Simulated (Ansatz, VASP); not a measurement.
## GaN in VASP and in Ansatz

```
CELL_PARAMETERS angstrom
-3.18000 0.00000 0.00000
-1.59000 -2.75396 0.00000
-0.31800 0.00000 10.33200
ATOMIC_POSITIONS crystal
Ga 0.24271 0.33333 0.90625
Ga 0.29271 0.33333 0.40625
Ga 0.65104 0.66667 0.15625
Ga 0.60104 0.66667 0.65625
N 0.32396 0.33333 0.09375
N 0.27396 0.33333 0.59375
N 0.63229 0.66667 0.34375
N 0.58229 0.66667 0.84375
```

Alike in both runs: task single point; functional r2SCAN; k mesh 10 × 10 × 3; occupations gaussian, width 0.05 eV; no spin polarisation.

|  | VASP | Ansatz |
| --- | --- | --- |
| version | VASP 6.6.1 | Ansatz 0.2.0 |
| potentials or method | VASP PAW PBE potentials, release 64 (Ga_d, N), cutoff 520 eV | scalar-relativistic, plane waves, PAW |
| valence electrons in the cell | 72 | 72 |

VASP gave:

- gap on the k mesh at the Fermi level (eV): 2.26
- least direct gap on the mesh (eV): 2.26
- pressure (GPa): 1.9
- traceless stress, the component that is largest in VASP (GPa): 2.69
- rms of the force components (eV/Å): 0.154

Which values does Ansatz return?

gap on the k mesh at the Fermi level (eV): 2.27; least direct gap on the mesh (eV): 2.27; pressure (GPa): 0.8; traceless stress, the component that is largest in VASP (GPa): 2.71; rms of the force components (eV/Å): 0.157.

VASP's potentials were made for PBE, not for r2SCAN. Atom by atom the forces differ by 0.006 eV/Å (rms over components).
